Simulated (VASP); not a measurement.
Ru: single point with PBEsol

Ru:

```xyz
2
Lattice="2.8780 0.0000 0.0000 -1.4390 2.4924 0.0000 0.0000 0.0000 4.6606" Properties=species:S:1:pos:R:3 pbc="T T T"
Ru    0.0000    1.6616    1.1651
Ru    1.4390    0.8308    3.4954
```

* Program: VASP 6.6.1
* Task: single point
* Functional: PBEsol
* Potentials or basis: VASP PAW PBE potentials, release 64 (Ru_pv)
* Cutoff: 520 eV
* k mesh: 18 × 18 × 10
* Occupations: gaussian, width 0.15 eV
* Spin: no spin polarisation

The pressure is -45.2 GPa. The band gap on the k mesh is zero (band 14 reaches 10.36 eV, above the bottom of band 15 at 8.15 eV).

Stress tensor (GPa, compression positive):
```
-42.56   0.00   0.00
  0.00 -42.56   0.00
  0.00   0.00 -50.46
```

Levels at points of the mesh, in eV from the Fermi level:
```
           k point  band 11  band 12  band 13  band 14  band 15  band 16  band 17  band 18
(0.00, 0.00, 0.00)    -1.87    -1.43    -1.43    -0.89    -0.89     0.86     0.86     0.94
(0.50, 0.00, 0.00)    -1.65    -1.35    -1.24     1.10     1.27     1.36     3.14     4.84
(0.00, 0.00, 0.50)    -1.96    -1.96    -1.96    -1.96     0.36     0.36     0.36     0.36
(0.50, 0.00, 0.50)    -0.70    -0.70     0.36     0.36     1.26     1.26     2.74     2.74
```

Run time: 71 s on 1 thread of Intel(R) Xeon(R) Platinum 8488C (Sapphire Rapids) (shared host), peak memory 0.24 GiB.

Caveat: the PAW data sets were made with another functional, which shifts forces and pressure a little.
